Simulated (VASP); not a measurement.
# Al12H in VASP: further runs

Al12H is run at these levels: PBE; tasks: single point.

Program: VASP 6.6.1. These are calculated values, not measurements. Logs are shortened: lines on timing, memory, paths and dates and some standing lists are left out, and cuts for length are marked.

**1. The cell of the first run**

The cell holds a slab with vacuum, 13 atoms: a = 5.714 Å, b = 5.714 Å, c = 21.602 Å, α = 90.00°, β = 90.00°, γ = 120.00°.

**2. Single point, PBE, collinear spin**

Contents of INCAR:

```
ALGO = Normal
DIPOL = 0.5 0.5 0.304
EDIFF = 1E-6
ENCUT = 520
GGA = PE
IDIPOL = 3
ISIF = 2
ISMEAR = 0
ISPIN = 2
LASPH = True
LCHARG = False
LDIPOL = True
LORBIT = 11
LREAL = False
LWAVE = False
MAGMOM = 0 0 0 0 0 0 0 0 0 0 0 0 1
NBANDS = 34
NELM = 150
PREC = Accurate
SIGMA = 0.1
```

Contents of KPOINTS:

```
k-points
0
Gamma
  6 6 1
```

Contents of POSCAR:

```
Al12H
1.0
    5.7143028096      0.0000000000      0.0000000000
   -2.8571514048      4.9487313980      0.0000000000
    0.0000000000      0.0000000000     21.6016424764
Al H
12 1
Direct
    0.3333333333      0.1666666667      0.1851711047
    0.3333333333      0.6666666667      0.1851711047
    0.8333333333      0.1666666667      0.1851711047
    0.8333333333      0.6666666667      0.1851711047
    0.1666666667      0.3333333333      0.2916873740
    0.1666666667      0.8333333333      0.2916873740
    0.6666666667      0.3333333333      0.2916873740
    0.6666666667      0.8333333333      0.2916873740
    0.0000000000      0.0000000000      0.3981939098
    0.0000000000      0.5000000000      0.3981939098
    0.5000000000      0.0000000000      0.3981939098
    0.5000000000      0.5000000000      0.3981939098
    0.4444444444     -0.4444444444      0.4528193857
```

Potentials or basis: VASP PAW PBE potentials, release 64 (Al, H).

Launch:

```bash
$ cat potpaw_PBE.64/Al/POTCAR potpaw_PBE.64/H/POTCAR > POTCAR
$ mpirun -np 1 vasp_std > vasp.out
```

OUTCAR:

```text
EDIFF = 1E-6
   ENCUT = 520
   GGA = PE
   ISIF = 2
   ISMEAR = 0
   ISPIN = 2
   LASPH = True
   LORBIT = 11
   LREAL = False
   NELM = 150
   PREC = Accurate

 ion  position               nearest neighbor table
   1  0.333  0.167  0.185-   5 2.83   6 2.83   7 2.83   4 2.86   2 2.86   2 2.86   4 2.86   3 2.86
                             3 2.86
   2  0.333  0.667  0.185-   6 2.83   5 2.83   8 2.83   3 2.86   1 2.86   1 2.86   3 2.86   4 2.86
                             4 2.86
   3  0.833  0.167  0.185-   7 2.83   8 2.83   5 2.83   4 2.86   2 2.86   4 2.86   2 2.86   1 2.86
                             1 2.86
   4  0.833  0.667  0.185-   8 2.83   7 2.83   6 2.83   3 2.86   1 2.86   3 2.86   1 2.86   2 2.86
                             2 2.86
   5  0.167  0.333  0.292-   9 2.83  12 2.83  10 2.83   1 2.83   2 2.83   3 2.83   8 2.86   6 2.86
                             6 2.86   8 2.86   7 2.86   7 2.86
   6  0.167  0.833  0.292-  10 2.83  11 2.83   9 2.83   2 2.83   1 2.83   4 2.83   7 2.86   5 2.86
                             5 2.86   7 2.86   8 2.86   8 2.86
   7  0.667  0.333  0.292-  11 2.83  10 2.83  12 2.83   3 2.83   4 2.83   1 2.83   8 2.86   6 2.86
                             8 2.86   6 2.86   5 2.86   5 2.86
   8  0.667  0.833  0.292-  12 2.83   9 2.83  11 2.83   4 2.83   3 2.83   2 2.83   7 2.86   5 2.86
                             7 2.86   5 2.86   6 2.86   6 2.86
   9  0.000  0.000  0.398-   5 2.83   8 2.83   6 2.83  10 2.86  12 2.86  10 2.86  12 2.86  11 2.86
                            11 2.86
  10  0.000  0.500  0.398-   6 2.83   7 2.83   5 2.83   9 2.86  11 2.86   9 2.86  11 2.86  12 2.86
                            12 2.86
  11  0.500  0.000  0.398-   7 2.83   6 2.83   8 2.83  10 2.86  12 2.86  12 2.86  10 2.86   9 2.86
                             9 2.86
  12  0.500  0.500  0.398-  13 1.30   8 2.83   5 2.83   7 2.83  11 2.86   9 2.86  11 2.86   9 2.86
                            10 2.86  10 2.86
  13  0.444  0.556  0.453-  12 1.30

  LATTYP: Found a hexagonal cell.
 ALAT       =     5.7143028096
 C/A-ratio  =     3.7802761240

  Lattice vectors:

 A1 = (   5.7143028096,   0.0000000000,   0.0000000000)
 A2 = (  -2.8571514048,   4.9487313980,   0.0000000000)
 A3 = (   0.0000000000,   0.0000000000,  21.6016424764)

Analysis of symmetry for initial positions (statically):
=====================================================================
 Subroutine PRICEL returns:
 Original cell was already a primitive cell.

 Routine SETGRP: Setting up the symmetry group for a
 hexagonal supercell.

 Subroutine GETGRP returns: Found  2 space group operations
 (whereof  2 operations were pure point group operations)
 out of a pool of 24 trial point group operations.

The static configuration has the point symmetry C_1h.

Analysis of symmetry for dynamics (positions and initial velocities):
=====================================================================
 Subroutine PRICEL returns:
 Original cell was already a primitive cell.

 Routine SETGRP: Setting up the symmetry group for a
 hexagonal supercell.

 Subroutine GETGRP returns: Found  2 space group operations
 (whereof  2 operations were pure point group operations)
 out of a pool of 24 trial point group operations.

The dynamic configuration has the point symmetry C_1h.

Analysis of structural, dynamic, and magnetic symmetry:
=====================================================================
 Subroutine PRICEL returns:
 Original cell was already a primitive cell.

 Routine SETGRP: Setting up the symmetry group for a
 hexagonal supercell.

 Subroutine GETGRP returns: Found  2 space group operations
 (whereof  2 operations were pure point group operations)
 out of a pool of 24 trial point group operations.

The overall configuration has the point symmetry C_1h.

 Subroutine INISYM returns: Found  2 space group operations
 (whereof  2 operations are pure point group operations),
 and found     1 'primitive' translations

----------------------------------------------------------------------------------------

                                     Primitive cell

  volume of cell :     610.8631

  direct lattice vectors                    reciprocal lattice vectors
     5.714302810  0.000000000  0.000000000     0.174999476  0.101035995  0.000000000
[... 109 lines left out ...]
   EMIN   =  10.00;   EMAX   =-10.00  energy-range for DOS
   EFERMI =   0.00;   METHOD = LEGACY
   ISMEAR =     0;   SIGMA  =   0.10  broadening in eV -4-tet -1-fermi 0-gaus
   EFERMI_NEDOS =   21; number of points for ismear=-14 and -15
   IALGO  =     38    algorithm
   IMIX   =      4    mixing-type and parameters
     AMIX     =   0.40;   BMIX     =  1.00
     AMIX_MAG =   1.60;   BMIX_MAG =  1.00
  volume/ion in A,a.u.               =      46.99       317.10
  Fermi-wavevector in a.u.,A,eV,Ry     =   0.642926  1.214953  5.624015  0.413353
  Thomas-Fermi vector in A             =   1.709757
   LORBIT       =     11    0 simple, 1 ext, 2 COOP (PROOUT), +10 PAW based schemes
   GGA     = PE    functional components
   LHFCALC =     F    Hartree Fock is set to
   AEXX    =    0.0000 exact exchange contribution
   IVDW    =     0    specifies the selected vdW correction
   LEPSILON=     F    determine dielectric tensor
   LRPA    =     F    only Hartree local field effects (RPA)
 spin polarized calculation
 Gauss-broadening in eV      SIGMA  =   0.10
  energy-cutoff  :      520.00
  volume of cell :      610.86
 maximum number of plane-waves:     16489
   NGX = 21   NGY = 21   NGZ = 81

 dipolmoment           0.000000      0.000000     -0.132634 electrons x Angstroem

 number of electron      37.0000001 magnetization       0.0020175

 number of electron      37.0000001 magnetization      -0.0000194

 dipolmoment           0.000000      0.000000      0.027581 electrons x Angstroem

 Free energy of the ion-electron system (eV)
  ---------------------------------------------------
  ext. energy  EPLUGINS =         0.00000000
  ---------------------------------------------------
  free energy    TOTEN  =       -44.11129741 eV

  energy without entropy =      -44.09531124  energy(sigma->0) =      -44.10330433

 E-fermi :  -0.0675     XC(G=0):  -4.1430

 val. band max:       -0.1878727912   @ k =  -0.1667   0.5000   0.0000
 cond. band min:      -0.0647805838   @ k =   0.5000   0.0000   0.0000
 fundamental gap:      0.1230922074
 Fermi energy:        -0.0675075467

 spin component 1

 k-point     1 :       0.0000    0.0000    0.0000
  band No.  band energies     occupation
      1     -10.7094      1.00000
      2      -9.0991      1.00000
      3      -6.7274      1.00000
      4      -5.1608      1.00000
      5      -4.8116      1.00000
      6      -4.7973      1.00000
[... 418 lines left out ...]
     29       3.2322      0.00000
     30       3.2448      0.00000
 Fermi energy:        -0.0675075467

 spin component 2

 k-point     1 :       0.0000    0.0000    0.0000
  band No.  band energies     occupation
      1     -10.7094      1.00000
      2      -9.0991      1.00000
      3      -6.7274      1.00000
      4      -5.1608      1.00000
      5      -4.8116      1.00000
      6      -4.7973      1.00000
[... 418 lines left out ...]
     29       3.2322      0.00000
     30       3.2448      0.00000
 [bands above 30 left out]

------------------------ aborting loop because EDIFF is reached ----------------------------------------

 vacuum level on the upper side and lower side of the slab       (xc-potential included)         0.079        -0.093

  FORCE on cell =-STRESS in cart. coord.  units (eV):
  Direction    XX          YY          ZZ          XY          YZ          ZX
  --------------------------------------------------------------------------------------
  -------------------------------------------------------------------------------------
  Total       -0.4535647     -1.4391659      8.3278178     -0.8535557      1.5852708     -2.7457695
  in kB       -1.1896136     -3.7746573     21.8422760     -2.2387135      4.1578626     -7.2016290
  external PRESSURE =       5.6260017 kB  Pullay stress =       0.0000000 kB

 VOLUME and BASIS-vectors are now :
 -----------------------------------------------------------------------------
  energy-cutoff  :      520.00
  volume of cell :      610.86
      direct lattice vectors                 reciprocal lattice vectors
     5.714302810  0.000000000  0.000000000     0.174999476  0.101035995  0.000000000
    -2.857151405  4.948731398  0.000000000     0.000000000  0.202071990  0.000000000
     0.000000000  0.000000000 21.601642476     0.000000000  0.000000000  0.046292776

 POSITION                                       TOTAL-FORCE (eV/Angst)
 -----------------------------------------------------------------------------------
      1.42858      0.82479      4.00000        -0.005902     -0.037952     -0.100575
     -0.00000      3.29915      4.00000        -0.036456      0.021048     -0.042499
      4.28573      0.82479      4.00000        -0.013535      0.007814     -0.051677
      2.85715      3.29915      4.00000         0.029917      0.024088     -0.100575
      0.00000      1.64958      6.30093        -0.103659     -0.048048      0.171653
     -1.42858      4.12394      6.30093        -0.039378      0.022735     -0.055442
      2.85715      1.64958      6.30093         0.156582     -0.090402      0.007370
      1.42858      4.12394      6.30093        -0.010219      0.113796      0.171653
      0.00000      0.00000      8.60164         0.111701     -0.064490     -0.155388
     -1.42858      2.47437      8.60164        -0.279246      0.016243     -0.174680
      2.85715      0.00000      8.60164        -0.153690      0.233712     -0.174680
      1.42858      2.47437      8.60164         2.765387     -1.596597     -5.995488
      0.95238      2.74930      9.78164        -2.421502      1.398055      6.500328
 -----------------------------------------------------------------------------------
    total drift:                               -0.000028      0.000016     -0.000055

  FREE ENERGIE OF THE ION-ELECTRON SYSTEM (eV)
  ---------------------------------------------------
  free  energy   TOTEN  =       -44.1112974132 eV

  energy  without entropy=      -44.0953112440  energy(sigma->0) =      -44.10330433

 vacuum level on the upper side and lower side of the slab         4.037         3.862

 total charge

# of ion       s       p       d       tot
------------------------------------------
    1        0.455   0.311   0.000   0.766
    2        0.454   0.308   0.000   0.763
    3        0.447   0.314   0.000   0.761
    4        0.455   0.311   0.000   0.766
    5        0.433   0.341   0.000   0.774
    6        0.433   0.350   0.000   0.782
    7        0.435   0.344   0.000   0.779
    8        0.433   0.341   0.000   0.774
    9        0.459   0.313   0.000   0.772
   10        0.464   0.306   0.000   0.770
   11        0.464   0.306   0.000   0.770
   12        0.446   0.445   0.000   0.891
   13        0.645   0.017   0.000   0.662
--------------------------------------------------
tot          6.022   4.006   0.000  10.028

 magnetization (x)

# of ion       s       p       d       tot
------------------------------------------
    1       -0.000  -0.000   0.000  -0.000
    2       -0.000  -0.000   0.000  -0.000
    3       -0.000  -0.000   0.000  -0.000
    4       -0.000  -0.000   0.000  -0.000
    5       -0.000  -0.000   0.000  -0.000
    6       -0.000  -0.000   0.000  -0.000
    7       -0.000  -0.000   0.000  -0.000
    8       -0.000  -0.000   0.000  -0.000
    9        0.000   0.000   0.000   0.000
   10        0.000   0.000   0.000   0.000
   11        0.000   0.000   0.000   0.000
   12       -0.000  -0.000   0.000  -0.000
   13        0.000  -0.000   0.000   0.000
--------------------------------------------------
tot         -0.000  -0.000   0.000  -0.000
```

Run time: 25 min. Hardware: 1 thread of Oxide Virtual Turin-like, shared host; peak memory 1 GiB.

What came out:

```yaml
Free_energy: -44.1113 eV
Largest_force: 7.076 eV/Å
Net_moment: 0.00 μB per cell
Valence_electrons_inside_the_program's_atomic_spheres: Al 0.77, 0.76, 0.78, 0.89 (each value once); H 0.66
```

Forces on the atoms (eV/Å):
```
Al  -0.006 -0.038 -0.101
Al  -0.036  0.021 -0.042
Al  -0.014  0.008 -0.052
Al   0.030  0.024 -0.101
Al  -0.104 -0.048  0.172
Al  -0.039  0.023 -0.055
Al   0.157 -0.090  0.007
Al  -0.010  0.114  0.172
Al   0.112 -0.064 -0.155
Al  -0.279  0.016 -0.175
Al  -0.154  0.234 -0.175
Al   2.765 -1.597 -5.995
H   -2.422  1.398  6.500
```

Levels at points of the mesh, in eV from the Fermi level:
Spin up:
```
           k point  band 15  band 16  band 17  band 18  band 19  band 20  band 21  band 22
(0.00, 0.00, 0.00)    -2.78    -2.76    -1.77    -0.43    -0.40    -0.25    -0.20    -0.17
(0.50, 0.00, 0.00)    -0.62    -0.53    -0.39    -0.26     0.00     0.89     0.95     1.29
(0.50, 0.50, 0.00)    -0.68    -0.53    -0.53    -0.26     0.13     0.91     1.10     1.27
```
Spin down:
```tsv
k point	band 14	band 15	band 16	band 17	band 18	band 19	band 20	band 21	band 22	band 23
(0.00, 0.00, 0.00)	-2.92	-2.78	-2.76	-1.77	-0.43	-0.40	-0.25	-0.20	-0.17	0.33
(0.50, 0.00, 0.00)	-1.66	-0.62	-0.53	-0.39	-0.26	0.00	0.89	0.95	1.29	1.43
(0.50, 0.50, 0.00)	-1.66	-0.68	-0.53	-0.53	-0.26	0.13	0.91	1.10	1.27	1.46
```

**3. Single point, PBE, collinear spin**

Contents of INCAR:

```
PREC     = Accurate       # precision mode
ENCUT    = 520            # plane-wave cutoff, eV
EDIFF    = 1E-6           # SCF threshold, eV
ISMEAR   = 0              # smearing method
SIGMA    = 0.1            # smearing width, eV
LREAL    = F              # projectors in reciprocal space
LASPH    = T              # aspherical terms in the spheres
NELM     = 150            # most SCF steps
ALGO     = Fast           # electronic algorithm
ISIF     = 2              # what is computed and relaxed
LWAVE    = F              # write WAVECAR
LCHARG   = T              # write CHGCAR
ISPIN    = 2              # spin polarisation
MAGMOM   = 0 0 0 0 0 0 0 0 0 0 0 0 1 # initial moments
LORBIT   = 11             # projections on sites
LDIPOL   = T            
IDIPOL   = 3            
DIPOL    = 0.5 0.5 0.304
GGA      = PE             # functional
LELF     = T              # ELF
LVHAR    = T            
LVACPOTAV= T            
NBANDS   = 34             # bands
```

Contents of KPOINTS:

```
regular mesh
0
Gamma
  6 6 1
```

POSCAR: that of step 2 with these lines changed.

```diff
@@ -20,2 +20,2 @@
     0.5000000000      0.5000000000      0.3981939098
-    0.4444444444     -0.4444444444      0.4528193857
+    0.3888888889     -0.3888888889      0.4528193857
```

Potentials or basis: VASP PAW PBE potentials, release 64 (Al, H).

Launch:

```bash
$ cat potpaw_PBE.64/Al/POTCAR potpaw_PBE.64/H/POTCAR > POTCAR
$ mpirun -np 1 vasp_std > vasp.out
```

Wall time 25 min (1 thread of Oxide Virtual Turin-like, shared host); peak memory 1 GiB.

The run converged. Its results:

| Property | Result |
| --- | --- |
| Free energy | -45.0656 eV |
| Largest force | 0.982 eV/Å |
| Net moment | 0.00 μB per cell |
| Valence electrons inside the program's atomic spheres | Al 0.77, 0.76, 0.78, 0.79 (each value once); H 0.55 |

Forces in eV/Å, atoms in the order of the input:
```
Al  -0.050 -0.045 -0.113
Al  -0.039  0.023  0.014
Al   0.045 -0.026 -0.105
Al   0.014  0.065 -0.113
Al  -0.015  0.001  0.195
Al  -0.019  0.011  0.010
Al   0.087 -0.050 -0.077
Al  -0.008  0.013  0.195
Al   0.118 -0.068 -0.055
Al  -0.317 -0.120 -0.021
Al  -0.055  0.335 -0.021
Al   0.776 -0.448 -0.402
H   -0.537  0.310  0.493
```

Levels at points of the mesh, in eV from the Fermi level:
Spin up:
| k point | band 16 | band 17 | band 18 | band 19 | band 20 | band 21 |
| --- | --- | --- | --- | --- | --- | --- |
| (0.00, 0.00, 0.00) | -2.76 | -1.55 | -0.47 | -0.43 | -0.25 | -0.24 |
| (0.50, 0.00, 0.00) | -0.53 | -0.35 | -0.26 | 0.26 | 0.88 | 0.94 |
| (0.50, 0.50, 0.00) | -0.53 | -0.49 | -0.25 | 0.29 | 0.90 | 1.14 |
Spin down:
| k point | band 16 | band 17 | band 18 | band 19 | band 20 | band 21 |
| --- | --- | --- | --- | --- | --- | --- |
| (0.00, 0.00, 0.00) | -2.76 | -1.55 | -0.47 | -0.43 | -0.25 | -0.24 |
| (0.50, 0.00, 0.00) | -0.53 | -0.35 | -0.26 | 0.26 | 0.88 | 0.94 |
| (0.50, 0.50, 0.00) | -0.53 | -0.49 | -0.25 | 0.29 | 0.90 | 1.14 |

(Continued in part 2 of 2.)
